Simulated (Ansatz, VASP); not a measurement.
ZnCd5O6: VASP beside Ansatz

```xyz
12
Lattice="3.5525 0.0000 0.0000 0.0000 3.5525 0.0000 0.0000 0.0000 15.2538" Properties=species:S:1:pos:R:3 pbc="T T T"
Zn    1.7762    1.7762    0.0000
Cd    0.0000    0.0000   12.9411
Cd    0.0000    0.0000    2.3127
Cd    1.7762    1.7762    4.9705
Cd    0.0000    0.0000    7.6269
Cd    1.7762    1.7762   10.2833
O     1.7762    0.0000    0.9828
O     0.0000    1.7762    3.6410
O     1.7762    0.0000    6.2984
O     0.0000    1.7762    8.9554
O     1.7762    0.0000   11.6129
O     0.0000    1.7762   14.2710
```

Alike in both runs: functional PBE; k mesh 10 × 10 × 4; occupations gaussian, width 0.1 eV; no spin polarisation.

Ansatz relaxed the structure, and its values are those at the end. VASP's run is a single point on that final structure, the one shown.

```csv
,VASP,Ansatz
version,VASP 6.6.1,Ansatz 0.2.0
potentials or method,"VASP PAW PBE potentials, release 64 (Zn, Cd, O), cutoff 600 eV","scalar-relativistic, plane waves, PAW"
valence electrons in the cell,108,148
```

Ansatz gave:

```
gap on the k mesh at the Fermi level (eV) : none
pressure (GPa)                            : 0.0
rms of the force components (eV/Å)        : 0.001
```

Task: Which values does VASP return?

Result: gap on the k mesh at the Fermi level (eV): none; pressure (GPa): 0.9; rms of the force components (eV/Å): 0.010.

A gap of «none» marks a metal or a gap that the smearing closes. The functional is the same, so the differences come from potentials, cutoffs and numerics. VASP's potentials hold 108 valence electrons a cell and Ansatz's 148, so a difference there can come from the potentials and not from the codes.
